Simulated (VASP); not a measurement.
Runs of VASP 6.6.1 on Pb. The structure is that of space group P6_3/mmc (No. 194), or close to it. The cells are those of the table. This isn't the form of Pb at room conditions, which is fcc.

| cell | k mesh | gap on the mesh (eV) | pressure (GPa) |
| --- | --- | --- | --- |
| a = 3.476, b = 3.476, c = 5.701 Å, angles 90.0, 90.0, 120.0°, 2 atoms | 17 × 17 × 9 | none | (c) |
| a = 3.610, b = 3.610, c = 5.921 Å, angles 90.0, 90.0, 120.0°, 2 atoms | 12 × 12 × 6 | none | (b) |
| a = 3.381, b = 3.381, c = 5.545 Å, angles 90.0, 90.0, 120.0°, 2 atoms | 12 × 12 × 6 | none | 4.8 |
| a = 3.476, b = 3.476, c = 5.701 Å, angles 90.0, 90.0, 120.0°, 2 atoms | 10 × 10 × 6 | none | -0.1 |
| a = 3.331, b = 3.331, c = 5.464 Å, angles 90.0, 90.0, 120.0°, 2 atoms | 12 × 12 × 6 | none | 8.2 |
| a = 3.429, b = 3.429, c = 5.624 Å, angles 90.0, 90.0, 120.0°, 2 atoms | 12 × 12 × 6 | none | (a) |
| a = 3.567, b = 3.567, c = 5.850 Å, angles 90.0, 90.0, 120.0°, 2 atoms | 12 × 12 × 6 | none | -3.1 |
| a = 3.522, b = 3.522, c = 5.776 Å, angles 90.0, 90.0, 120.0°, 2 atoms | 12 × 12 × 6 | none | -1.8 |

Alike in all rows: task single point; level PBEsol; potentials or basis VASP PAW PBE potentials, release 64 (Pb_d); no spin polarisation; cutoff (eV) 520; smearing fermi-dirac 0.1 eV.

Question: Estimate the missing entries.

Answer: (a) 2.1; (b) -4.2; (c) 0.0.

Caveats: the PAW data sets were made with another functional, which shifts forces and pressure a little; spin-orbit coupling is left out, which moves the levels of the heavy elements; the cell stands under tension (at least some runs); the cell stands under pressure (at least some runs).

A k mesh can miss the band edges, and the runs leave out spin-orbit coupling on Pb.

A gap of «none» marks levels without a gap at the run's occupations.
